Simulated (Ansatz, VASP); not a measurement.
Two plane-wave programs on ZnS

POSCAR

```
ZnS
1.0
    3.8067217484      0.0000000000      0.0000000000
   -1.9033608742      3.2967177392      0.0000000000
    0.0000000000      0.0000000000      6.2457351519
Zn S
2 2
Direct
    0.4361617351      0.7180808675      0.0247881115
    0.6666666667      0.3333333333      0.5053880718
    0.3333333333      0.6666666667      0.3796119282
    0.6666666667      0.3333333333      0.8796119282
```

File INCAR.step1:

```
PREC     = Accurate       # precision mode
ENCUT    = 520            # plane-wave cutoff, eV
ISMEAR   = 0              # smearing method
SIGMA    = 0.05           # smearing width, eV
LREAL    = False          # projectors in reciprocal space
LASPH    = True           # aspherical terms in the spheres
NELM     = 100            # most SCF steps
NBANDS   = 26             # bands
GGA      = PE             # functional
ALGO     = Normal         # electronic algorithm
EDIFF    = 1E-4           # SCF threshold, eV
LWAVE    = True           # write WAVECAR
LCHARG   = False          # write CHGCAR
```

The input INCAR.step2:

```
PREC     = Accurate       # precision mode
ENCUT    = 520            # plane-wave cutoff, eV
EDIFF    = 1E-6           # SCF threshold, eV
ISMEAR   = 0              # smearing method
SIGMA    = 0.05           # smearing width, eV
LREAL    = False          # projectors in reciprocal space
LASPH    = True           # aspherical terms in the spheres
NELM     = 100            # most SCF steps
ALGO     = Normal         # electronic algorithm
ISIF     = 2              # what is computed and relaxed
LWAVE    = False          # write WAVECAR
LCHARG   = False          # write CHGCAR
METAGGA  = R2SCAN         # meta-GGA
LMIXTAU  = True         
NBANDS   = 26             # bands
ISTART   = 1
```

Contents of KPOINTS:

```
regular mesh
0
Gamma
  6 6 4
```

Input for Ansatz:

```yaml
crystal:
  lattice:
    - [3.8067217484, 0.0, 0.0]
    - [-1.9033608742, 3.2967177392, 0.0]
    - [0.0, 0.0, 6.2457351519]
  atoms:
    - { symbol: Zn, position: [0.4361617351, 0.7180808675, 0.0247881115] }
    - { symbol: Zn, position: [0.6666666667, 0.3333333333, 0.5053880718] }
    - { symbol: S, position: [0.3333333333, 0.6666666667, 0.3796119282] }
    - { symbol: S, position: [0.6666666667, 0.3333333333, 0.8796119282] }
basis:
  ecutwfc: 500
kpoints:
  mp_grid: { grid: [6, 6, 4] }
hamiltonian:
  xc: r2scan
scf:
  occupations: { method: gaussian, width: 0.05 }
output:
  forces: true
  stress: true
  eigenvalues: true
```

Alike in both runs: task single point; functional r2SCAN; k mesh 6 × 6 × 4; occupations gaussian, width 0.05 eV; no spin polarisation.

|  | VASP | Ansatz |
| --- | --- | --- |
| version | VASP 6.6.1 | Ansatz 0.2.0 |
| potentials or method | VASP PAW PBE potentials, release 64 (Zn, S), cutoff 520 eV | scalar-relativistic, plane waves, PAW |
| valence electrons in the cell | 36 | 36 |

Ansatz gave:

- gap on the k mesh at the Fermi level (eV): 2.58
- least direct gap on the mesh (eV): 2.58
- pressure (GPa): 1.3
- traceless stress, the component that is largest in VASP (GPa): -1.21
- rms of the force components (eV/Å): 0.411

Task: Estimate VASP's values.

Result: gap on the k mesh at the Fermi level (eV): 2.59; least direct gap on the mesh (eV): 2.59; pressure (GPa): 1.3; traceless stress, the component that is largest in VASP (GPa): -1.24; rms of the force components (eV/Å): 0.414.

VASP's potentials were made for PBE, not for r2SCAN. Atom by atom the forces differ by 0.004 eV/Å (rms over components).
